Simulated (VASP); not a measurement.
# TiO2 (C2/m) in VASP: further runs

Aim: see how the results for TiO2 move with the level of theory and the settings. Levels: BLYP+D3(BJ), PBE. Tasks: single point.

Everything below comes from runs of VASP 6.6.1. Logs are shortened: lines on timing, memory, paths and dates and some standing lists are left out, and cuts for length are marked.

## Step 1: The cell of the first run

Symmetry: C2/m, No. 12, monoclinic system. Conventional cell: a = 12.230 Å, b = 3.726 Å, c = 6.625 Å, α = 90.00°, β = 107.17°, γ = 90.00°. Within 2.5 Å of Ti (site symmetry m) lie 6 O at 1.85 to 2.16 Å. Within 2.4 Å of Ti (site symmetry m) lie 6 O at 1.77 to 2.38 Å. Within 2.6 Å of O (site symmetry m) lie 3 Ti at 1.92 to 2.04 Å and 2 O at 2.51 Å. O (site symmetry m) has 4 Ti at 1.95 to 2.38 Å and 10 O at 2.51 to 2.98 Å within 3.0 Å. Within 2.4 Å of O (site symmetry m) lie 2 Ti at 1.77 to 1.86 Å. Within 2.7 Å of O (site symmetry m) lie 3 Ti at 1.85 to 2.16 Å and 2 O at 2.53 to 2.67 Å.

## Step 2: Single point, BLYP+D3(BJ)

The input, INCAR:

```
SYSTEM = TiO2
PREC     = Accurate       ! precision mode
ENCUT    = 520            ! plane-wave cutoff, eV
EDIFF    = 1E-6           ! SCF threshold, eV
ISMEAR   = -1             ! smearing method
SIGMA    = 0.05           ! smearing width, eV
LREAL    = .False.        ! projectors in reciprocal space
LASPH    = .True.         ! aspherical terms in the spheres
NELM     = 80             ! most SCF steps
ALGO     = Normal         ! electronic algorithm
ISIF     = 2              ! what is computed and relaxed
LWAVE    = .False.        ! write WAVECAR
LCHARG   = .True.         ! write CHGCAR
GGA      = B5             ! functional
ALDAX    = 1.0          
AGGAX    = 1.0          
AGGAC    = 1.0          
ALDAC    = 0.0          
IVDW     = 12             ! dispersion correction
VDW_S6   = 1.0          
VDW_S8   = 2.6996       
VDW_A1   = 0.4298       
VDW_A2   = 4.2359       
LELF     = .True.         ! ELF
LVHAR    = .True.       
NBANDS   = 60             ! bands
```

The input, KPOINTS:

```
Automatic mesh
0
Gamma
  8 8 4
  0 0 0
```

The input, POSCAR:

```
TiO2
1.0
    6.1150883474     -1.8629137085     -0.0192368866
    6.1150883474      1.8629137085     -0.0192368866
   -1.9360501634      0.0000000000      6.3361131271
Ti O
4 8
Direct
    0.8998258148      0.8998258148      0.2885659428
    0.1923579491      0.1923579491      0.2799707779
    0.1001741852      0.1001741852      0.7114340572
    0.8076420509      0.8076420509      0.7200292221
    0.3610113701      0.3610113701      0.2907309861
    0.2656597639      0.2656597639      0.6557487816
    0.8711382735      0.8711382735      0.9970947722
    0.7343402361      0.7343402361      0.3442512184
    0.9414606080      0.9414606080      0.6283734309
    0.1288617265      0.1288617265      0.0029052278
    0.6389886299      0.6389886299      0.7092690139
    0.0585393920      0.0585393920      0.3716265691
```

Potentials or basis: VASP PAW PBE potentials, release 64 (Ti_sv, O).

Run with:

```sh
> cat potpaw_PBE.64/Ti_sv/POTCAR potpaw_PBE.64/O/POTCAR > POTCAR
> mpirun -np 1 vasp_std > vasp.out
```

OUTCAR:

```text
SYSTEM = TiO2
   PREC = Accurate
   ENCUT = 520
   EDIFF = 1E-6
   ISMEAR = -1
   LREAL = .False.
   LASPH = .True.
   NELM = 80
   ISIF = 2
   GGA = B5
   IVDW = 12
 IVDW          = 12

 ion  position               nearest neighbor table
   1  0.900  0.900  0.289-  12 1.85   7 1.86   5 1.92   5 1.92   9 2.16   8 2.16
   2  0.192  0.192  0.280-  10 1.77  12 1.91   8 1.95   8 1.95   5 2.04   6 2.38
   3  0.100  0.100  0.711-   9 1.85  10 1.86  11 1.92  11 1.92  12 2.16   6 2.16
   4  0.808  0.808  0.720-   7 1.77   9 1.91   6 1.95   6 1.95  11 2.04   8 2.38
   5  0.361  0.361  0.291-   1 1.92   1 1.92   2 2.04
   6  0.266  0.266  0.656-   4 1.95   4 1.95   3 2.16   2 2.38
   7  0.871  0.871  0.997-   4 1.77   1 1.86
   8  0.734  0.734  0.344-   2 1.95   2 1.95   1 2.16   4 2.38
   9  0.941  0.941  0.628-   3 1.85   4 1.91   1 2.16
  10  0.129  0.129  0.003-   2 1.77   3 1.86
  11  0.639  0.639  0.709-   3 1.92   3 1.92   4 2.04
  12  0.059  0.059  0.372-   1 1.85   2 1.91   3 2.16

  LATTYP: Found a base centered monoclinic cell.
 ALAT       =    12.2302372102
 B/A-ratio  =     0.3046406503
 C/A-ratio  =     0.5417148804
 COS(beta)  =    -0.2952277231

  Lattice vectors:

 A1 = (   6.1150883474,  -1.8629137085,  -0.0192368866)
 A2 = (   6.1150883474,   1.8629137085,  -0.0192368866)
 A3 = (  -1.9360501634,   0.0000000000,   6.3361131271)

Analysis of symmetry for initial positions (statically):
=====================================================================
 Subroutine PRICEL returns:
 Original cell was already a primitive cell.

 Routine SETGRP: Setting up the symmetry group for a
 base centered monoclinic supercell.

 Subroutine GETGRP returns: Found  4 space group operations
 (whereof  4 operations were pure point group operations)
 out of a pool of  4 trial point group operations.

The static configuration has the point symmetry C_2h.

Analysis of symmetry for dynamics (positions and initial velocities):
=====================================================================
 Subroutine PRICEL returns:
 Original cell was already a primitive cell.

 Routine SETGRP: Setting up the symmetry group for a
 base centered monoclinic supercell.

 Subroutine GETGRP returns: Found  4 space group operations
 (whereof  4 operations were pure point group operations)
 out of a pool of  4 trial point group operations.

The dynamic configuration has the point symmetry C_2h.

 Subroutine INISYM returns: Found  4 space group operations
 (whereof  4 operations are pure point group operations),
 and found     1 'primitive' translations

----------------------------------------------------------------------------------------

                                     Primitive cell

  volume of cell :     144.2217

  direct lattice vectors                    reciprocal lattice vectors
     6.115088347 -1.862913709 -0.019236887     0.081843638 -0.268396758  0.025007980
     6.115088347  1.862913709 -0.019236887     0.081843638  0.268396758  0.025007980
    -1.936050163  0.000000000  6.336113127     0.000496966  0.000000000  0.157977317

  length of vectors
     6.392583440  6.392583440  6.625301487     0.281710134  0.281710134  0.157978099

  position of ions in fractional coordinates (direct lattice)
     0.899825815  0.899825815  0.288565943
     0.192357949  0.192357949  0.279970778
     0.100174185  0.100174185  0.711434057
     0.807642051  0.807642051  0.720029222
     0.361011370  0.361011370  0.290730986
     0.265659764  0.265659764  0.655748782
     0.871138274  0.871138274  0.997094772
     0.734340236  0.734340236  0.344251218
     0.941460608  0.941460608  0.628373431
     0.128861726  0.128861726  0.002905228
     0.638988630  0.638988630  0.709269014
     0.058539392  0.058539392  0.371626569

  ion indices of the primitive-cell ions
   primitive index   ion index
                 1           1
                 2           2
                 3           3
                 4           4
                 5           5
                 6           6
                 7           7
                 8           8
                 9           9
                10          10
                11          11
                12          12

----------------------------------------------------------------------------------------

 KPOINTS: Automatic mesh

Automatic generation of k-mesh.
 Grid dimensions read from file:
 generate k-points for:    8    8    4

 Generating k-lattice:

  Cartesian coordinates                     Fractional coordinates (reciprocal lattice)
     0.010230455 -0.033549595  0.003125997     0.125000000  0.000000000 -0.000000000
     0.010230455  0.033549595  0.003125997     0.000000000  0.125000000 -0.000000000
     0.000124242  0.000000000  0.039494329     0.000000000  0.000000000  0.250000000

  Length of vectors
     0.035213767  0.035213767  0.039494525

  Shift w.r.t. Gamma in fractional coordinates (k-lattice)
     0.000000000  0.000000000  0.000000000

 Subroutine IBZKPT returns following result:
 ===========================================

 Found     78 irreducible k-points:

 Following reciprocal coordinates:
            Coordinates               Weight
  0.000000  0.000000  0.000000      1.000000
  0.125000 -0.000000 -0.000000      4.000000
  0.250000 -0.000000 -0.000000      4.000000
  0.375000 -0.000000 -0.000000      4.000000
  0.500000 -0.000000 -0.000000      2.000000
  0.125000  0.125000 -0.000000      2.000000
[... 16 lines left out ...]
  0.125000 -0.000000  0.250000      4.000000
  0.250000 -0.000000  0.250000      4.000000
 [... further k-points ...]
   k-points           NKPTS =     78   k-points in BZ     NKDIM =     78   number of bands    NBANDS=     60
   number of dos      NEDOS =    301   number of ions     NIONS =     12
   total plane-waves  NPLWV = 115200
   dimension x,y,z NGX =    48 NGY =   48 NGZ =   50
   dimension x,y,z NGXF=    96 NGYF=   96 NGZF=  100
   ions per type =               4   8
   NGX,Y,Z   is equivalent  to a cutoff of  12.48, 12.48, 12.55 a.u.
   NGXF,Y,Z  is equivalent  to a cutoff of  24.97, 24.97, 25.09 a.u.
 SYSTEM =  TiO2
   PREC   = accura    normal or accurate (medium, high low for compatibility)
   ISTART =      0    job   : 0-new  1-cont  2-samecut
   ICHARG =      2    charge: 1-file 2-atom 10-const
   ISPIN  =      1    spin polarized calculation?
   LNONCOLLINEAR =      F non collinear calculations
   LSORBIT =      F    spin-orbit coupling
   LASPH  =      T    aspherical Exc in radial PAW
   ENCUT  =  520.0 eV  38.22 Ry    6.18 a.u.  11.89 11.89 12.32*2*pi/ulx,y,z
   NELM   =     80;   NELMIN=  2; NELMDL= -5     # of ELM steps
   EDIFF  = 0.1E-05   stopping-criterion for ELM
   LREAL  =      F    real-space projection
   EDIFFG = 0.1E-04   stopping-criterion for IOM
   NSW    =      0    number of steps for IOM
   IBRION =     -1    ionic relax: 0-MD 1-quasi-New 2-CG
   NFREE  =      0    steps in history (QN), initial steepest desc. (CG)
   ISIF   =      2    stress and relaxation
   ISYM   =      2    0-nonsym 1-usesym 2-fastsym
   POTIM  = 0.5000    time-step for ionic-motion
   TEBEG  =    0.0;   TEEND  =   0.0 temperature during run
   PSTRESS=    0.0 pullay stress
   NELECT =      96.0000    total number of electrons
   NUPDOWN=      -1.0000    fix difference up-down
   EMIN   =  10.00;   EMAX   =-10.00  energy-range for DOS
   EFERMI =   0.00;   METHOD = LEGACY
   ISMEAR =    -1;   SIGMA  =   0.05  broadening in eV -4-tet -1-fermi 0-gaus
   EFERMI_NEDOS =   21; number of points for ismear=-14 and -15
   IALGO  =     38    algorithm
   IMIX   =      4    mixing-type and parameters
     AMIX     =   0.40;   BMIX     =  1.00
     AMIX_MAG =   1.60;   BMIX_MAG =  1.00
  volume/ion in A,a.u.               =      12.02        81.10
  Fermi-wavevector in a.u.,A,eV,Ry     =   1.429404  2.701182 27.799367  2.043196
  Thomas-Fermi vector in A             =   2.549361
   LORBIT       =      0    0 simple, 1 ext, 2 COOP (PROOUT), +10 PAW based schemes
   GGA     = B5    functional components
   LHFCALC =     F    Hartree Fock is set to
   AEXX    =    0.0000 exact exchange contribution
   IVDW    =    12    specifies the selected vdW correction
   LEPSILON=     F    determine dielectric tensor
   LRPA    =     F    only Hartree local field effects (RPA)
 non-spin polarized calculation
  energy-cutoff  :      520.00
  volume of cell :      144.22
 maximum number of plane-waves:      3916
   NGX = 23   NGY = 23   NGZ = 25

 number of electron      96.0000006 magnetization

 Free energy of the ion-electron system (eV)
  ---------------------------------------------------
  ext. energy  EPLUGINS =         0.00000000
  ---------------------------------------------------
  free energy    TOTEN  =      -103.51565353 eV

  energy without entropy =     -103.51565353  energy(sigma->0) =     -103.51565353

 E-fermi :   4.0690     XC(G=0):  -9.9803

 val. band max:        2.9253440980   @ k =  -0.3750   0.2500   0.5000
 cond. band min:       5.6947179258   @ k =   0.0000   0.0000   0.0000
 fundamental gap:      2.7693738278
 Fermi energy:         4.0689642001

 k-point     1 :       0.0000    0.0000    0.0000
  band No.  band energies     occupation
      1     -53.0166      2.00000
      2     -53.0051      2.00000
      3     -52.8935      2.00000
      4     -52.8880      2.00000
      5     -29.5754      2.00000
      6     -29.5190      2.00000
[... 52 lines left out ...]
     59       7.8930      0.00000
     60       8.1017      0.00000

 k-point     2 :       0.1250   -0.0000   -0.0000
  band No.  band energies     occupation
      1     -53.0160      2.00000
      2     -53.0046      2.00000
      3     -52.8930      2.00000
      4     -52.8879      2.00000
      5     -29.5728      2.00000
      6     -29.5168      2.00000
[... 1383 lines left out ...]
      4     -52.8878      2.00000
      5     -29.5643      2.00000
      6     -29.5128      2.00000
[... 52 lines left out ...]
     59       7.5753      0.00000
     60       7.5980      0.00000

 [... further k-points ...]

------------------------ aborting loop because EDIFF is reached ----------------------------------------

 Edisp (eV)   -5.57770

 E8    (eV) :    -3.9158

  FORCE on cell =-STRESS in cart. coord.  units (eV):
  Direction    XX          YY          ZZ          XY          YZ          ZX
  --------------------------------------------------------------------------------------
  -------------------------------------------------------------------------------------
  Total       0.89093     0.86875     1.21099     0.00000     0.00000     0.08340
  in kB       9.89744     9.65110    13.45305     0.00000     0.00000     0.92654
  external pressure =       11.00 kB  Pullay stress =        0.00 kB

 VOLUME and BASIS-vectors are now :
 -----------------------------------------------------------------------------
  energy-cutoff  :      520.00
  volume of cell :      144.22
      direct lattice vectors                 reciprocal lattice vectors
     6.115088347 -1.862913709 -0.019236887     0.081843638 -0.268396758  0.025007980
     6.115088347  1.862913709 -0.019236887     0.081843638  0.268396758  0.025007980
    -1.936050163  0.000000000  6.336113127     0.000496966  0.000000000  0.157977317

 POSITION                                       TOTAL-FORCE (eV/Angst)
 -----------------------------------------------------------------------------------
     10.44635      0.00000      1.79377        -0.068525      0.000000      0.065155
      1.81053      0.00000      1.76653         0.035680      0.000000      0.160425
     -0.15222      0.00000      4.50387         0.068525      0.000000     -0.065155
      8.48359      0.00000      4.53111        -0.035680      0.000000     -0.160425
      3.85236      0.00000      1.82821         0.001657      0.000000     -0.002289
      1.97950      0.00000      4.14468        -0.006265      0.000000     -0.023231
      8.72375      0.00000      6.28419         0.037580      0.000000      0.092301
      8.31462      0.00000      2.15296         0.006265      0.000000      0.023231
     10.29767      0.00000      3.94522        -0.045298      0.000000     -0.036114
      1.57038      0.00000      0.01345        -0.037580      0.000000     -0.092301
      6.44176      0.00000      4.46942        -0.001657      0.000000      0.002289
     -0.00354      0.00000      2.35242         0.045298      0.000000      0.036114
 -----------------------------------------------------------------------------------
    total drift:                                0.000000      0.000000     -0.000000

  FREE ENERGIE OF THE ION-ELECTRON SYSTEM (eV)
  ---------------------------------------------------
  free  energy   TOTEN  =      -109.0933563633 eV

  energy  without entropy=     -109.0933563632  energy(sigma->0) =     -109.09335636
```

Wall time 45 min (1 thread of Oxide Virtual Turin-like, shared host); peak memory 0.62 GiB.

What came out:

| Property | Result |
| --- | --- |
| Free energy | -109.0934 eV |
| Pressure | 1.1 GPa |
| Largest force | 0.164 eV/Å |
| Band gap on the k mesh | 2.77 eV (least direct gap 2.97 eV) |
| Dispersion energy per atom | -0.465 eV |

Forces on the atoms (eV/Å):
```
Ti  -0.069  0.000  0.065
Ti   0.036  0.000  0.160
Ti   0.069  0.000 -0.065
Ti  -0.036  0.000 -0.160
O    0.002  0.000 -0.002
O   -0.006  0.000 -0.023
O    0.038  0.000  0.092
O    0.006  0.000  0.023
O   -0.045  0.000 -0.036
O   -0.038  0.000 -0.092
O   -0.002  0.000  0.002
O    0.045  0.000  0.036
```

Levels at points of the mesh, in eV from the valence-band top:
```
           k point  band 45  band 46  band 47  band 48  band 49  band 50  band 51  band 52
(0.00, 0.00, 0.00)    -0.77    -0.73    -0.34    -0.20     2.77     3.12     3.32     3.34
(0.50, 0.00, 0.00)    -0.87    -0.47    -0.22    -0.14     3.14     3.21     3.64     3.69
(0.50, 0.50, 0.00)    -0.86    -0.65    -0.39    -0.13     2.90     2.96     3.48     3.50
(0.00, 0.00, 0.50)    -0.72    -0.67    -0.58    -0.42     2.92     3.15     3.33     3.42
(0.50, 0.00, 0.50)    -0.69    -0.54    -0.10    -0.01     3.19     3.23     3.50     3.70
(0.50, 0.50, 0.50)    -0.78    -0.42    -0.26    -0.22     3.06     3.13     3.28     3.44
```

Caveat: the PAW data sets were made with another functional, which shifts forces and pressure a little.

(Continued in part 2 of 2.)
